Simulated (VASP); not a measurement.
## GaIr2: relaxation of cell and atoms with PBE

The system is GaIr2.

```xyz
6
Lattice="0.0000 3.5514 3.5514 3.5514 0.0000 3.5514 3.5514 3.5514 0.0000" Properties=species:S:1:pos:R:3 pbc="T T T"
Ga    0.0000    0.0000    0.0000
Ga    1.7757    1.7757    1.7757
Ir    4.4392    4.4392    4.4392
Ir    4.4392    2.6635    2.6635
Ir    2.6635    2.6635    4.4392
Ir    2.6635    4.4392    2.6635
```

* Program: VASP 6.6.1
* Task: relaxation of cell and atoms
* Functional: PBE
* Potentials or basis: VASP PAW PBE potentials, release 64 (Ga_d, Ir)
* Cutoff: 600 eV
* k mesh: 4 × 4 × 4
* Occupations: gaussian, width 0.1 eV
* Spin: no spin polarisation
* Dipole correction: no
* Further INCAR settings: ALGO = Normal; EDIFF = 1e-06; IBRION = 2; EDIFFG = -0.04; NSW = 90; ISIF = 3

```yaml
Relaxed_volume: 16.68 Å³/atom
Relaxed_cell: a = 5.212 Å, b = 5.212 Å, c = 5.212 Å, α = 60.00°, β = 60.00°, γ = 60.00°
Space_group_after_relaxing_to_0.05_Å: Fd-3m (No. 227)
Energy_gained_by_relaxing: 132.8 meV/atom
Ionic_steps: 4
Pressure_after_relaxing: -0.4 GPa
Band_gap_on_the_k_mesh: zero (band 31 reaches 7.72 eV, above the bottom of band 32 at 7.12 eV)
```

Step by step:
| step | energy change (eV) | largest force (eV/Å) | pressure (GPa) | volume (Å³) |
| --- | --- | --- | --- | --- |
| 1 | 0.0000 | 0.0000 | 27.79 | 89.58 |
| 2 | 1.9295 | 0.0000 | -24.60 | 127.53 |
| 3 | -0.7906 | 0.0000 | -1.90 | 100.95 |
| 4 | -0.7968 | 0.0000 | -0.38 | 100.10 |

Final structure:
```
Ga Ir
1.0
     0.00000    3.68532    3.68532
     3.68532    0.00000    3.68532
     3.68532    3.68532    0.00000
Ga Ir
2 4
Direct
  0.00000 0.00000 0.00000
  0.25000 0.25000 0.25000
  0.62500 0.62500 0.62500
  0.12500 0.62500 0.62500
  0.62500 0.62500 0.12500
  0.62500 0.12500 0.62500
```

Levels at points of the mesh, in eV from the Fermi level:
```tsv
k point	band 27	band 28	band 29	band 30	band 31	band 32	band 33	band 34
(0.00, 0.00, 0.00)	-0.36	-0.11	-0.11	-0.03	-0.03	-0.03	1.54	2.13
(0.50, 0.00, 0.00)	-0.54	-0.54	-0.47	-0.18	-0.18	0.09	0.57	1.21
(0.50, 0.50, 0.00)	-2.02	-2.02	-0.48	-0.48	-0.18	-0.18	-0.13	-0.13
```

Run time: 84 s on 1 thread of Intel(R) Xeon(R) 6975P-C (Granite Rapids), with other jobs on the host, peak memory 0.26 GiB.

Caveat: the k points lie up to 0.37 Å⁻¹ apart in the final cell; spin-orbit coupling is left out, which moves the levels of the heavy elements.
